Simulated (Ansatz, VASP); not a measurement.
# One calculation of HfGe3W2, two programs

```
CELL_PARAMETERS angstrom
2.87696 -4.68453 0.00000
2.87696 4.68453 0.00000
0.00000 0.00000 4.31860
ATOMIC_POSITIONS crystal
Hf 0.50000 0.50000 0.00000
Ge 0.15586 0.84414 0.00000
Ge 0.84414 0.15586 0.00000
Ge 0.00000 0.00000 0.50000
W 0.00000 0.50000 0.50000
W 0.50000 0.00000 0.50000
```

Change from the starting cell: species swapped into the LaNi3Rh2 type (Cmmm, No. 65).

Alike in both runs: task relaxation of cell and atoms; functional PBE; k mesh 4 × 4 × 4; occupations gaussian, width 0.1 eV; no spin polarisation.

```csv
,VASP,Ansatz
version,VASP 6.6.1,Ansatz 0.2.0
potentials or method,"VASP PAW PBE potentials, release 64 (Hf_pv, Ge_d, W_sv), cutoff 600 eV","scalar-relativistic, plane waves, PAW"
valence electrons in the cell,80,96
```

|  | VASP | Ansatz | Ansatz less VASP |
| --- | --- | --- | --- |
| gap on the k mesh at the Fermi level, each at its own relaxed structure (eV) | none | none | - |
| relaxed volume (Å³/atom) | 17.65 | 17.66 | +0.006 |
| relaxed cell length with the largest relative difference (Å) | 4.434 | 4.431 | -0.0029 |

A gap of «none» marks a metal or a gap that the smearing closes. VASP's potentials hold 80 valence electrons a cell and Ansatz's 96, so a difference there can come from the potentials and not from the codes.

The k mesh is coarse, so the values compare programs but aren't converged. Spin-orbit coupling is off throughout.
